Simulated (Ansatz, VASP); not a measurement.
Two plane-wave programs on C

POSCAR

```
C
1.0
    0.0000000000      1.7546304530      1.8423619757
    1.7546304530      0.0000000000      1.8423619757
    1.7546304530      1.7546304530      0.0000000000
C
2
Direct
    0.5000000000      0.5000000000      0.5000000000
    0.7500000000      0.7500000000      0.7500000000
```

INCAR.step1

```
SYSTEM = C
PREC = Accurate ; ENCUT = 520
ISMEAR = 0 ; SIGMA = 0.05
LREAL = .False. ; LASPH = .True.
NELM = 60 ; NBANDS = 11
GGA = PE ; ALGO = Normal
EDIFF = 1E-4 ; LWAVE = .True.
LCHARG = .False.
```

File INCAR.step2:

```
SYSTEM = C
PREC = Accurate ; ENCUT = 520
EDIFF = 1E-6 ; ISMEAR = 0
SIGMA = 0.05 ; LREAL = .False.
LASPH = .True. ; NELM = 60
ALGO = Normal ; ISIF = 2
LWAVE = .False. ; LCHARG = .False.
METAGGA = R2SCAN ; LMIXTAU = .True.
NBANDS = 11 ; ISTART = 1
```

The input KPOINTS:

```
Automatic mesh
0
Gamma
  12 12 12
  0 0 0
```

Input for Ansatz:

```yaml
crystal:
  lattice:
    - [0.0, 1.754630453, 1.8423619757]
    - [1.754630453, 0.0, 1.8423619757]
    - [1.754630453, 1.754630453, 0.0]
  atoms:
    - { symbol: C, position: [0.5, 0.5, 0.5] }
    - { symbol: C, position: [0.75, 0.75, 0.75] }
basis:
  ecutwfc: 500
kpoints:
  mp_grid: { grid: [12, 12, 12] }
hamiltonian:
  xc: r2scan
scf:
  occupations: { method: gaussian, width: 0.05 }
output:
  forces: true
  stress: true
  eigenvalues: true
```

Alike in both runs: task single point; functional r2SCAN; k mesh 12 × 12 × 12; occupations gaussian, width 0.05 eV; no spin polarisation.

```csv
,VASP,Ansatz
version,VASP 6.6.1,Ansatz 0.2.0
potentials or method,"VASP PAW PBE potentials, release 64 (C), cutoff 520 eV","scalar-relativistic, plane waves, PAW"
valence electrons in the cell,8,8
```

|  | VASP | Ansatz | Ansatz less VASP |
| --- | --- | --- | --- |
| gap on the k mesh at the Fermi level (eV) | 3.70 | 3.73 | +0.030 |
| least direct gap on the mesh (eV) | 5.37 | 5.41 | +0.044 |
| pressure (GPa) | -1.3 | -2.3 | -1.09 |
| traceless stress, the component that is largest in VASP (GPa) | -33.61 | -33.67 | -0.058 |

VASP's potentials were made for PBE, not for r2SCAN.
